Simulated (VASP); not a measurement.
KF:

```
K F
1.0
     3.17887    0.00000    0.00000
     0.00000    3.17887    0.00000
     0.00000    0.00000    3.17887
K F
1 1
Direct
  0.00000 0.00000 0.00000
  0.50000 0.50000 0.50000
```

Base run:

| Property | Result |
| --- | --- |
| Program | VASP 6.6.1 |
| Functional | PBE |
| Potentials or basis | VASP PAW PBE potentials, release 64 (K_sv, F) |
| Cutoff | 520 eV |
| k mesh | 6 × 6 × 6 |
| Occupations | gaussian, width 0.01 eV |
| Spin | no spin polarisation |

Its results: band gap on the k mesh 6.80 eV (least direct gap 6.83 eV); pressure 3.0 GPa.

Q: The run is repeated on the same cell with these changes: functional from PBE to HSE06; k mesh from 6 × 6 × 6 to 4 × 4 × 4. What comes out?

A: Band gap on the k mesh 8.90 eV (least direct gap 8.93 eV); pressure 1.7 GPa.

Several settings changed at once.

Caveats: some runs use coarse meshes; the PAW data sets were made with another functional, which shifts forces and pressure a little (at least some runs).

A k mesh can miss the band edges.
